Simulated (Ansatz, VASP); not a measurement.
# TaC: VASP beside Ansatz

```
Ta C
1.0
     0.00000    2.23752    2.23752
     2.23752    0.00000    2.23752
     2.23752    2.23752    0.00000
Ta C
1 1
Direct
  0.00000 0.00000 0.00000
  0.50000 0.50000 0.50000
```

Alike in both runs: functional PBE; k mesh 6 × 6 × 6; occupations gaussian, width 0.1 eV; no spin polarisation.

Ansatz relaxed the structure, and its values are those at the end. VASP's run is a single point on that final structure, the one shown.

|  | VASP | Ansatz |
| --- | --- | --- |
| version | VASP 6.6.1 | Ansatz 0.2.0 |
| potentials or method | VASP PAW PBE potentials, release 64 (Ta_pv, C), cutoff 600 eV | scalar-relativistic, plane waves, PAW |
| valence electrons in the cell | 15 | 17 |

Ansatz gave:

| Property | Result |
| --- | --- |
| gap on the k mesh at the Fermi level (eV) | none |
| pressure (GPa) | 0.0 |

Question: Which values does VASP return?

Answer: gap on the k mesh at the Fermi level (eV): none; pressure (GPa): 0.5.

A gap of «none» marks a metal or a gap that the smearing closes. With one functional, cell and mesh, what is left measures potentials, basis and numerics. VASP's potentials hold 15 valence electrons a cell and Ansatz's 17, so a difference there can come from the potentials and not from the codes.

The k mesh is coarse, so the values compare programs but aren't converged. Spin-orbit coupling is off throughout.
